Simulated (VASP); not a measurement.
Write the native input for VASP 6.6.1 that does the following.

* Task: single point
* Functional: HSE06
* Potentials or basis: VASP PAW PBE potentials, release 64 (Au)
* Cutoff: 520 eV
* k mesh: 6 × 6 × 6
* Occupations: fermi-dirac, width 0.05 eV
* Spin: no spin polarisation
* Dipole correction: no
* Grid for exact exchange (PRECFOCK): Normal
* Further INCAR settings: ALGO = Normal; EDIFF = 1e-07; NBANDS = 12
* Share of exact exchange: 0.25
* Screening parameter: 0.2079 1/Å

Au:

```xyz
1
Lattice="-1.6791 1.6791 1.6791 1.6791 -1.6791 1.6791 1.6791 1.6791 -1.6791" Properties=species:S:1:pos:R:3 pbc="T T T"
Au    0.0000    0.0000    0.0000
```

This isn't the form of Au at room conditions, which is fcc.

One way to write it, as run:

POSCAR

```
Au
1.0
   -1.6790776720      1.6790776720      1.6790776720
    1.6790776720     -1.6790776720      1.6790776720
    1.6790776720      1.6790776720     -1.6790776720
Au
1
Direct
    0.0000000000      0.0000000000      0.0000000000
```

INCAR.step1

```
PREC = Accurate
ENCUT = 520
EDIFF = 1E-5
ISMEAR = -1
SIGMA = 0.05
LREAL = False
LASPH = True
NELM = 80
ALGO = Normal
ISIF = 2
LWAVE = True
LCHARG = False
GGA = PE
NBANDS = 12
```

INCAR.step2

```
PREC = Accurate
ENCUT = 520
EDIFF = 1E-7
ISMEAR = -1
SIGMA = 0.05
LREAL = False
LASPH = True
NELM = 80
ALGO = Normal
ISIF = 2
LWAVE = False
LCHARG = False
GGA = PE
LHFCALC = True
HFSCREEN = 0.2079
PRECFOCK = Normal
ISTART = 1
NBANDS = 12
```

KPOINTS

```
Automatic mesh
0
Gamma
  6 6 6
```

Potentials or basis: VASP PAW PBE potentials, release 64 (Au).

The run is started by

```sh
$ cat potpaw_PBE.64/Au/POTCAR > POTCAR
$ cp INCAR.step1 INCAR
$ mpirun -np 1 vasp_std > vasp.out
$ cp INCAR.step2 INCAR
$ mpirun -np 1 vasp_std > vasp.out
```

It gave:

```yaml
Pressure: -8.2 GPa
Band_gap_on_the_k_mesh: zero (an odd number of electrons rules out a gap without spin polarisation)
```

Caveat: the k points lie up to 0.44 Å⁻¹ apart, too coarse for converged energies and pressures of a metal; the PAW data sets were made with another functional, which shifts forces and pressure a little; spin-orbit coupling is left out, which moves the levels of the heavy elements.

Wall time 24 min on 1 thread of AMD EPYC 7R43 64-Core Processor (Zen 3), on a shared host, peak memory 0.2 GiB.
